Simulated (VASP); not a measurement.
Input of a VASP 6.6.1 run:

File INCAR:

```
PREC     = Accurate       # precision mode
ENCUT    = 910            # plane-wave cutoff, eV
EDIFF    = 1E-6           # SCF threshold, eV
ISMEAR   = 0              # smearing method
SIGMA    = 0.05           # smearing width, eV
LREAL    = F              # projectors in reciprocal space
LASPH    = T              # aspherical terms in the spheres
NELM     = 200            # most SCF steps
ALGO     = Normal         # electronic algorithm
ISIF     = 2              # what is computed and relaxed
LWAVE    = F              # write WAVECAR
LCHARG   = F              # write CHGCAR
LMAXMIX  = 4              # l up to which the mixer works
LDAU     = T              # DFT+U
LDAUTYPE = 2            
LDAUL    = -1 2 -1        # shell
LDAUU    = 0 4 0          # U, eV
LDAUJ    = 0 0 0        
LDAUPRINT= 1            
GGA      = PE             # functional
NBANDS   = 28             # bands
GGA_COMPAT= F
```

File KPOINTS:

```
regular mesh
0
Gamma
  6 6 6
```

Contents of POSCAR:

```
SrTiO3
1.0
    3.9471047630      0.0000000000      0.0000000000
    0.0000000000      3.9471047630      0.0000000000
    0.0000000000      0.0000000000      3.9471047630
Sr Ti O
1 1 3
Direct
    0.0000000000      0.0000000000      0.0000000000
    0.5000000000      0.5000000000      0.5000000000
    0.0000000000      0.5000000000      0.5000000000
    0.5000000000      0.0000000000      0.5000000000
    0.5000000000      0.5000000000      0.0000000000
```

Potentials or basis: VASP PAW PBE potentials, release 64 (Sr_sv, Ti_sv, O_h).

Launch:

```sh
$ cat potpaw_PBE.64/Sr_sv/POTCAR potpaw_PBE.64/Ti_sv/POTCAR potpaw_PBE.64/O_h/POTCAR > POTCAR
$ mpirun -np 1 vasp_std > vasp.out
```

Task: Estimate the pressure.

Result: 2.4 GPa.

Task: Estimate the band gap on the k mesh.

Result: 2.31 eV, indirect (least direct gap 2.74 eV).

Eigenvalues of the final occupation matrices:
| site | spin | trace | eigenvalues |
| --- | --- | --- | --- |
| site 2 d | 1 | 0.80 | 0.10 0.10 0.10 0.25 0.25 |
| site 2 d | 2 | 0.80 | 0.10 0.10 0.10 0.25 0.25 |

Caveat: the cutoff is under 1.25 times the usual one of these potentials, so pressure, stress and relaxed cells hold a basis-set (Pulay) error. A k mesh can miss the band edges.
